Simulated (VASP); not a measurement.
## Sr: single point with LDA

Crystal: Sr.

```
CELL_PARAMETERS angstrom
0.00000 3.00123 3.00123
3.00123 0.00000 3.00123
3.00123 3.00123 0.00000
ATOMIC_POSITIONS crystal
Sr 0.00000 0.00000 0.00000
```

This cell differs from its parent crystal: volume scaled by 0.96.

```
Program             : VASP 6.6.1
Task                : single point
Functional          : LDA
Potentials or basis : VASP PAW LDA potentials, release 64 (Sr_sv)
Cutoff              : 520 eV
k mesh              : 8 × 8 × 8
Occupations         : fermi-dirac, width 0.05 eV
Spin                : no spin polarisation
```

| Property | Result |
| --- | --- |
| Pressure | -1.3 GPa |

Levels at points of the mesh, in eV from the Fermi level:
```
           k point  band 1  band 2  band 3  band 4  band 5  band 6  band 7  band 8  band 9  band 10
(0.00, 0.00, 0.00)  -36.43  -18.41  -18.41  -18.41   -3.69    2.25    2.25    2.25    3.73     3.73
(0.50, 0.00, 0.00)  -36.41  -18.62  -18.44  -18.44   -1.18    0.15    2.11    2.11    4.80     4.80
(0.50, 0.50, 0.00)  -36.41  -18.61  -18.49  -18.49   -0.68    0.27    1.13    4.81    5.11     5.11
```

Wall time 10 s on 1 thread of AMD EPYC 7R43 64-Core Processor (Zen 3), on a shared host, peak memory 0.12 GiB.
